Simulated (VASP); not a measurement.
# SnTe (F-43m) in VASP: further runs

SnTe is run at these levels: PBE-based screened hybrid with 20 % exact exchange, PBE-based screened hybrid with 40 % exact exchange; tasks: single point.

All numbers are computed with VASP 6.6.1; they aren't measurements. Logs are shortened: lines on timing, memory, paths and dates and some standing lists are left out, and cuts for length are marked.

### 1 The cell of the first run

The structure is cubic, space group F-43m (No. 216). Conventional cell: a = 7.168 Å, b = 7.168 Å, c = 7.168 Å, α = 90.00°, β = 90.00°, γ = 90.00°. Sn (site symmetry -43m) has 4 Te at 3.10 Å within 4.1 Å. Te (site symmetry -43m) has 4 Sn at 3.10 Å within 4.1 Å.

### 2 Single point, PBE-based screened hybrid with 20 % exact exchange

The input, POSCAR:

```
SnTe
1.0
    0.0000000000      3.5839840137      3.5839840137
    3.5839840137      0.0000000000      3.5839840137
    3.5839840137      3.5839840137      0.0000000000
Sn Te
1 1
Direct
    0.0000000000      0.0000000000      0.0000000000
    0.2500000000      0.2500000000      0.2500000000
```

The input, INCAR.step1:

```
SYSTEM = SnTe
PREC = Accurate
ENCUT = 520
EDIFF = 1E-5
ISMEAR = -1
SIGMA = 0.02
LREAL = .FALSE.
LASPH = .TRUE.
NELM = 60
ALGO = Normal
ISIF = 2
LWAVE = .TRUE.
LCHARG = .FALSE.
GGA = PE
NBANDS = 17
```

The input, INCAR.step2:

```
SYSTEM = SnTe
PREC = Accurate
ENCUT = 520
EDIFF = 1E-6
ISMEAR = -1
SIGMA = 0.02
LREAL = .FALSE.
LASPH = .TRUE.
NELM = 60
ALGO = Normal
ISIF = 2
LWAVE = .FALSE.
LCHARG = .FALSE.
GGA = PE
LHFCALC = .TRUE.
AEXX = 0.2
HFSCREEN = 0.2078
PRECFOCK = Normal
ISTART = 1
NBANDS = 17
```

The input, KPOINTS:

```
regular mesh
0
G
  4 4 4
  0 0 0
```

Potentials or basis: VASP PAW PBE potentials, release 64 (Sn_d, Te).

Launch:

```
cat potpaw_PBE.64/Sn_d/POTCAR potpaw_PBE.64/Te/POTCAR > POTCAR
cp INCAR.step1 INCAR
mpirun -np 1 vasp_std > vasp.out
cp INCAR.step2 INCAR
mpirun -np 1 vasp_std > vasp.out
```

OUTCAR:

```text
SYSTEM = SnTe
   PREC = Accurate
   ENCUT = 520
   EDIFF = 1E-6
   ISMEAR = -1
   LREAL = .FALSE.
   LASPH = .TRUE.
   NELM = 60
   ISIF = 2
   GGA = PE
   LHFCALC = .TRUE.
   AEXX = 0.2
   HFSCREEN = 0.2078
   PRECFOCK = Normal
   ISTART = 1

 ion  position               nearest neighbor table
   1  0.000  0.000  0.000-   2 3.10   2 3.10   2 3.10   2 3.10
   2  0.250  0.250  0.250-   1 3.10   1 3.10   1 3.10   1 3.10

  LATTYP: Found a face centered cubic cell.
 ALAT       =     7.1679680274

  Lattice vectors:

 A1 = (   0.0000000000,   3.5839840137,   3.5839840137)
 A2 = (   3.5839840137,   0.0000000000,   3.5839840137)
 A3 = (   3.5839840137,   3.5839840137,   0.0000000000)

Analysis of symmetry for initial positions (statically):
=====================================================================
 Subroutine PRICEL returns:
 Original cell was already a primitive cell.

 Routine SETGRP: Setting up the symmetry group for a
 face centered cubic supercell.

 Subroutine GETGRP returns: Found 24 space group operations
 (whereof 24 operations were pure point group operations)
 out of a pool of 48 trial point group operations.

The static configuration has the point symmetry T_d .

Analysis of symmetry for dynamics (positions and initial velocities):
=====================================================================
 Subroutine PRICEL returns:
 Original cell was already a primitive cell.

 Routine SETGRP: Setting up the symmetry group for a
 face centered cubic supercell.

 Subroutine GETGRP returns: Found 24 space group operations
 (whereof 24 operations were pure point group operations)
 out of a pool of 48 trial point group operations.

The dynamic configuration has the point symmetry T_d .

 Subroutine INISYM returns: Found 24 space group operations
 (whereof 24 operations are pure point group operations),
 and found     1 'primitive' translations

----------------------------------------------------------------------------------------

                                     Primitive cell

  volume of cell :      92.0721

  direct lattice vectors                    reciprocal lattice vectors
     0.000000000  3.583984014  3.583984014    -0.139509551  0.139509551  0.139509551
     3.583984014  0.000000000  3.583984014     0.139509551 -0.139509551  0.139509551
     3.583984014  3.583984014  0.000000000     0.139509551  0.139509551 -0.139509551

  length of vectors
     5.068518800  5.068518800  5.068518800     0.241637630  0.241637630  0.241637630

  position of ions in fractional coordinates (direct lattice)
     0.000000000  0.000000000  0.000000000
     0.250000000  0.250000000  0.250000000

  ion indices of the primitive-cell ions
   primitive index   ion index
                 1           1
                 2           2

----------------------------------------------------------------------------------------

 KPOINTS: regular mesh

Automatic generation of k-mesh.
 Grid dimensions read from file:
 generate k-points for:    4    4    4

 Generating k-lattice:

  Cartesian coordinates                     Fractional coordinates (reciprocal lattice)
    -0.034877388  0.034877388  0.034877388     0.250000000  0.000000000  0.000000000
     0.034877388 -0.034877388  0.034877388     0.000000000  0.250000000  0.000000000
     0.034877388  0.034877388 -0.034877388     0.000000000  0.000000000  0.250000000

  Length of vectors
     0.060409408  0.060409408  0.060409408

  Shift w.r.t. Gamma in fractional coordinates (k-lattice)
     0.000000000  0.000000000  0.000000000

 Subroutine IBZKPT returns following result:
 ===========================================

 Found      8 irreducible k-points:

 Following reciprocal coordinates:
            Coordinates               Weight
  0.000000  0.000000  0.000000      1.000000
  0.250000  0.000000  0.000000      8.000000
  0.500000  0.000000  0.000000      4.000000
  0.250000  0.250000  0.000000      6.000000
  0.500000  0.250000  0.000000     24.000000
 -0.250000  0.250000  0.000000     12.000000
  0.500000  0.500000  0.000000      3.000000
 -0.250000  0.500000  0.250000      6.000000
   k-points           NKPTS =      8   k-points in BZ     NKDIM =     64   number of bands    NBANDS=     17
   number of dos      NEDOS =    301   number of ions     NIONS =      2
   total plane-waves  NPLWV =  64000
   dimension x,y,z NGX =    40 NGY =   40 NGZ =   40
   dimension x,y,z NGXF=    80 NGYF=   80 NGZF=   80
   ions per type =               1   1
   NGX,Y,Z   is equivalent  to a cutoff of  13.12, 13.12, 13.12 a.u.
   NGXF,Y,Z  is equivalent  to a cutoff of  26.24, 26.24, 26.24 a.u.
 SYSTEM =  SnTe
   PREC   = accura    normal or accurate (medium, high low for compatibility)
   ISTART =      1    job   : 0-new  1-cont  2-samecut
   ICHARG =      0    charge: 1-file 2-atom 10-const
   ISPIN  =      1    spin polarized calculation?
   LNONCOLLINEAR =      F non collinear calculations
   LSORBIT =      F    spin-orbit coupling
   LASPH  =      T    aspherical Exc in radial PAW
   ENCUT  =  520.0 eV  38.22 Ry    6.18 a.u.   9.42  9.42  9.42*2*pi/ulx,y,z
   NELM   =     60;   NELMIN=  2; NELMDL=  0     # of ELM steps
   EDIFF  = 0.1E-05   stopping-criterion for ELM
   LREAL  =      F    real-space projection
   EDIFFG = 0.1E-04   stopping-criterion for IOM
   NSW    =      0    number of steps for IOM
   IBRION =     -1    ionic relax: 0-MD 1-quasi-New 2-CG
   NFREE  =      0    steps in history (QN), initial steepest desc. (CG)
   ISIF   =      2    stress and relaxation
   ISYM   =      3    0-nonsym 1-usesym 2-fastsym
   POTIM  = 0.5000    time-step for ionic-motion
   TEBEG  =    0.0;   TEEND  =   0.0 temperature during run
   PSTRESS=    0.0 pullay stress
   NELECT =      20.0000    total number of electrons
   NUPDOWN=      -1.0000    fix difference up-down
   EMIN   =  10.00;   EMAX   =-10.00  energy-range for DOS
   EFERMI =   0.00;   METHOD = LEGACY
   ISMEAR =    -1;   SIGMA  =   0.02  broadening in eV -4-tet -1-fermi 0-gaus
   EFERMI_NEDOS =   21; number of points for ismear=-14 and -15
   IALGO  =     38    algorithm
   IMIX   =      1    mixing-type and parameters
     AMIX     =   0.40;   BMIX     =  1.00
     AMIX_MAG =   1.60;   BMIX_MAG =  1.00
  volume/ion in A,a.u.               =      46.04       310.67
  Fermi-wavevector in a.u.,A,eV,Ry     =   0.984107  1.859692 13.176774  0.968466
  Thomas-Fermi vector in A             =   2.115314
   LORBIT       =      0    0 simple, 1 ext, 2 COOP (PROOUT), +10 PAW based schemes
   GGA     = PE    functional components
   LHFCALC =     T    Hartree Fock is set to
   PRECFOCK=normal    Normal, Fast or Accurate (Low or Medium for compatibility)
   ENCUT4O =  -1.0   cutoff for four orbital integrals eV
   NKREDX  =     1    reduce k-point grid by
   NKREDY  =     1    reduce k-point grid by
   NKREDZ  =     1    reduce k-point grid by
   AEXX    =    0.2000 exact exchange contribution
   HFSCREEN=    0.2078 screening length (either q_TF or 0.3 A-1)
   HFSCREENC=   0.2078 screening length for correlation (either q_TF or 0.3 A-1)
   ENCUTFOCK=  -1.0 apply spherical cutoff to Coloumb kernel
   IVDW    =     0    specifies the selected vdW correction
   LEPSILON=     F    determine dielectric tensor
   LRPA    =     F    only Hartree local field effects (RPA)
 non-spin polarized calculation
  energy-cutoff  :      520.00
  volume of cell :       92.07
 maximum number of plane-waves:      2493
 NGX is ok and might be reduce to    40
  NGX = 30; NGY = 30; NGZ = 30

 number of electron      20.0000005 magnetization

 Free energy of the ion-electron system (eV)
  ---------------------------------------------------
  ext. energy  EPLUGINS =         0.00000000
  ---------------------------------------------------
  free energy    TOTEN  =        -8.15037242 eV

  energy without entropy =       -8.15026262  energy(sigma->0) =       -8.15031752

 E-fermi :   3.4117     XC(G=0):  -6.5973

 val. band max:        3.2889106832   @ k =  -0.2500   0.5000   0.2500
 cond. band min:       3.5205044146   @ k =   0.5000   0.5000   0.0000
 fundamental gap:      0.2315937314
 Fermi energy:         3.4116606072

 k-point     1 :       0.0000    0.0000    0.0000
  band No.  band energies     occupation
      1     -20.4445      2.00000
      2     -20.4445      2.00000
      3     -20.4445      2.00000
      4     -20.4323      2.00000
      5     -20.4323      2.00000
      6      -9.4174      2.00000
[... 9 lines left out ...]
     16      10.1271      0.00000
     17      11.2985      0.00000

 k-point     2 :       0.2500    0.0000    0.0000
  band No.  band energies     occupation
      1     -20.4450      2.00000
      2     -20.4436      2.00000
      3     -20.4436      2.00000
      4     -20.4323      2.00000
      5     -20.4323      2.00000
      6      -9.1371      2.00000
[... 9 lines left out ...]
     16       9.5052      0.00000
     17      10.8416      0.00000

 k-point     3 :       0.5000    0.0000    0.0000
  band No.  band energies     occupation
      1     -20.4455      2.00000
      2     -20.4427      2.00000
      3     -20.4427      2.00000
      4     -20.4322      2.00000
      5     -20.4322      2.00000
      6      -8.7831      2.00000
[... 9 lines left out ...]
     16      10.6578      0.00000
     17      10.6578      0.00000

 k-point     4 :       0.2500    0.2500    0.0000
  band No.  band energies     occupation
      1     -20.4463      2.00000
      2     -20.4426      2.00000
      3     -20.4426      2.00000
      4     -20.4328      2.00000
      5     -20.4318      2.00000
      6      -9.0367      2.00000
[... 9 lines left out ...]
     16      10.7710      0.00000
     17      12.6172      0.00000

 k-point     5 :       0.5000    0.2500    0.0000
  band No.  band energies     occupation
      1     -20.4466      2.00000
      2     -20.4419      2.00000
      3     -20.4417      2.00000
      4     -20.4328      2.00000
      5     -20.4318      2.00000
      6      -8.6629      2.00000
[... 9 lines left out ...]
     16      10.9118      0.00000
     17      11.7813      0.00000

 k-point     6 :      -0.2500    0.2500    0.0000
  band No.  band energies     occupation
      1     -20.4457      2.00000
      2     -20.4426      2.00000
      3     -20.4424      2.00000
      4     -20.4324      2.00000
      5     -20.4323      2.00000
      6      -8.7952      2.00000
[... 9 lines left out ...]
     16      10.6296      0.00000
     17      11.8604      0.00000

 k-point     7 :       0.5000    0.5000    0.0000
  band No.  band energies     occupation
      1     -20.4480      2.00000
      2     -20.4408      2.00000
      3     -20.4408      2.00000
      4     -20.4334      2.00000
      5     -20.4314      2.00000
      6      -8.5223      2.00000
[... 9 lines left out ...]
     16      11.9582      0.00000
     17      11.9582      0.00000

 k-point     8 :      -0.2500    0.5000    0.2500
  band No.  band energies     occupation
      1     -20.4467      2.00000
      2     -20.4421      2.00000
      3     -20.4408      2.00000
      4     -20.4329      2.00000
      5     -20.4319      2.00000
      6      -8.5182      2.00000
[... 9 lines left out ...]
     16      11.6561      0.00000
     17      11.6758      0.00000

------------------------ aborting loop because EDIFF is reached ----------------------------------------

  FORCE on cell =-STRESS in cart. coord.  units (eV):
  Direction    XX          YY          ZZ          XY          YZ          ZX
  --------------------------------------------------------------------------------------
  -------------------------------------------------------------------------------------
  Total       -0.0234221     -0.0234221     -0.0234221      0.0000000      0.0000000      0.0000000
  in kB       -0.4075751     -0.4075751     -0.4075751      0.0000000      0.0000000      0.0000000
  external PRESSURE =      -0.4075751 kB  Pullay stress =       0.0000000 kB

 VOLUME and BASIS-vectors are now :
 -----------------------------------------------------------------------------
  energy-cutoff  :      520.00
  volume of cell :       92.07
      direct lattice vectors                 reciprocal lattice vectors
     0.000000000  3.583984014  3.583984014    -0.139509551  0.139509551  0.139509551
     3.583984014  0.000000000  3.583984014     0.139509551 -0.139509551  0.139509551
     3.583984014  3.583984014  0.000000000     0.139509551  0.139509551 -0.139509551

 POSITION                                       TOTAL-FORCE (eV/Angst)
 -----------------------------------------------------------------------------------
      0.00000      0.00000      0.00000         0.000000     -0.000000     -0.000000
      1.79199      1.79199      1.79199        -0.000000      0.000000      0.000000
 -----------------------------------------------------------------------------------
    total drift:                                0.000001     -0.000004     -0.000002

  FREE ENERGIE OF THE ION-ELECTRON SYSTEM (eV)
  ---------------------------------------------------
  free  energy   TOTEN  =        -8.1503724190 eV

  energy  without entropy=       -8.1502626175  energy(sigma->0) =       -8.15031752
```

Wall time 25 min (1 thread of AMD EPYC 7R13 (Zen 3), shared host); peak memory 0.33 GiB.

Results:

```
Free energy            : -8.1504 eV
Pressure               : 0.0 GPa
Band gap on the k mesh : 0.23 eV (least direct gap 1.04 eV)
```

Caveat: the PAW data sets were made with another functional, which shifts forces and pressure a little; spin-orbit coupling is left out, which moves the levels of the heavy elements.

### 3 Single point, PBE-based screened hybrid with 40 % exact exchange

POSCAR is that of step 2.

The input, INCAR.step1:

```
  PREC = Accurate
  ENCUT = 520
  EDIFF = 1E-5
  ISMEAR = -1
  SIGMA = 0.02
  LREAL = F
  LASPH = T
  NELM = 100
  ALGO = Normal
  ISIF = 2
  LWAVE = T
  LCHARG = F
  NBANDS = 17
  GGA = PE
```

The input, INCAR.step2:

```
  PREC = Accurate
  ENCUT = 520
  EDIFF = 1E-6
  ISMEAR = -1
  SIGMA = 0.02
  LREAL = F
  LASPH = T
  NELM = 100
  ALGO = Normal
  ISIF = 2
  LWAVE = F
  LCHARG = F
  GGA = PE
  LHFCALC = T
  AEXX = 0.4
  HFSCREEN = 0.2078
  PRECFOCK = Normal
  NBANDS = 17
  ISTART = 1
```

The input, KPOINTS:

```
regular mesh
0
Gamma
  4 4 4
```

Potentials or basis: VASP PAW PBE potentials, release 64 (Sn_d, Te).

Launch:

```
cat potpaw_PBE.64/Sn_d/POTCAR potpaw_PBE.64/Te/POTCAR > POTCAR
cp INCAR.step1 INCAR
mpirun -np 1 vasp_std > vasp.out
cp INCAR.step2 INCAR
mpirun -np 1 vasp_std > vasp.out
```

Wall time 17 min (1 thread of Intel Xeon Platinum 8488C (Sapphire Rapids), shared host); peak memory 0.35 GiB.

The run converged. Its results:

```yaml
Free_energy: -9.4126 eV
Pressure: -0.5 GPa
Band_gap_on_the_k_mesh: 0.48 eV (least direct gap 1.35 eV)
```

Levels at points of the mesh, in eV from the valence-band top:
| k point | band 7 | band 8 | band 9 | band 10 | band 11 | band 12 | band 13 | band 14 |
| --- | --- | --- | --- | --- | --- | --- | --- | --- |
| (0.00, 0.00, 0.00) | -5.83 | -2.57 | -2.57 | -2.57 | 1.54 | 1.54 | 1.54 | 4.70 |
| (0.50, 0.00, 0.00) | -8.32 | -3.19 | -3.19 | -2.39 | 2.44 | 2.44 | 4.32 | 6.33 |
| (0.50, 0.50, 0.00) | -8.77 | -3.96 | -3.96 | -0.86 | 0.48 | 4.96 | 4.96 | 6.24 |

Caveat: the PAW data sets were made with another functional, which shifts forces and pressure a little; spin-orbit coupling is left out, which moves the levels of the heavy elements. A k mesh can miss the band edges.
